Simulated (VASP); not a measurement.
Wanted: the native input for a VASP 6.6.1 run.

```
Task                   : single point
Functional             : PBEsol
Potentials or basis    : VASP PAW PBE potentials, release 64 (Tc_pv, Pt)
Cutoff                 : 520 eV
k mesh                 : 7 × 7 × 4
Occupations            : fermi-dirac, width 0.05 eV
Spin                   : no spin polarisation
Dipole correction      : no
Further INCAR settings : ALGO = Normal; EDIFF = 1e-07; NBANDS = 18
```

The structure of TcPt lies in POSCAR:

```
TcPt
1.0
    2.7827059200      0.0000000000      0.0000000000
   -1.3913529600      2.4098940200      0.0000000000
    0.0000000000      0.0000000000      4.4858650000
Tc Pt
1 1
Direct
    0.6666666667      0.3333333333      0.0000000000
    0.0000000000      0.0000000000      0.5000000000
```

These files were run (other wordings do the same):

INCAR

```
SYSTEM = TcPt
PREC = Accurate
ENCUT = 520
EDIFF = 1E-7
ISMEAR = -1
SIGMA = 0.05
LREAL = .False.
LASPH = .True.
NELM = 100
ALGO = Normal
ISIF = 2
LWAVE = .False.
LCHARG = .False.
GGA = PS
NBANDS = 18
```

KPOINTS

```
Automatic mesh
0
Gamma
  7 7 4
  0 0 0
```

Potentials or basis: VASP PAW PBE potentials, release 64 (Tc_pv, Pt).

Run with:

```bash
$ cat potpaw_PBE.64/Tc_pv/POTCAR potpaw_PBE.64/Pt/POTCAR > POTCAR
$ mpirun -np 1 vasp_std > vasp.out
```

It gave:

```
Pressure : -12.7 GPa
```

Caveat: the k points lie up to 0.37 Å⁻¹ apart; the PAW data sets were made with another functional, which shifts forces and pressure a little.

Run time: 23 s on 1 thread of Intel Xeon 6975P-C, on a shared host, peak memory 0.16 GiB.
